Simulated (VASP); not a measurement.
Sn: single point with revPBE

Crystal: Sn.

```
Sn
1.0
     5.65818    0.00000    0.00000
    -2.82909    4.90013    0.00000
     0.00000    0.00000    3.45231
Sn
3
Direct
  0.00000 0.00000 0.00000
  0.33333 0.66667 0.50000
  0.66667 0.33333 0.50000
```

This isn't the form of Sn at room conditions, which is tetragonal (white tin).

* Program: VASP 6.6.1
* Task: single point
* Functional: revPBE
* Potentials or basis: VASP PAW PBE potentials, release 64 (Sn_d)
* Cutoff: 520 eV
* k mesh: 8 × 8 × 11
* Occupations: fermi-dirac, width 0.1 eV
* Spin: no spin polarisation

```yaml
Pressure: -3.6 GPa
Band_gap_on_the_k_mesh: zero (bands 21 and 22 overlap by 3.27 eV)
```

Stress tensor (GPa, compression positive):
```
-3.12  0.00  0.00
 0.00 -3.12  0.00
 0.00  0.00 -4.45
```

Levels at points of the mesh, in eV from the Fermi level:
```
           k point  band 17  band 18  band 19  band 20  band 21  band 22  band 23  band 24  band 25  band 26
(0.00, 0.00, 0.00)    -5.65    -5.29    -2.07    -2.07    -1.93    -1.93     2.67     6.03     6.63     6.71
(0.50, 0.00, 0.00)    -8.46    -6.26    -3.69     0.80     0.94     2.47     2.85     3.63     4.21     4.30
```

It took 110 s on 1 thread of AMD EPYC 7R43 64-Core Processor (Zen 3), with other jobs on the host, peak memory 0.24 GiB.

Caveat: the cell stands under tension; the PAW data sets were made with another functional, which shifts forces and pressure a little; spin-orbit coupling is left out, which moves the levels of the heavy elements.
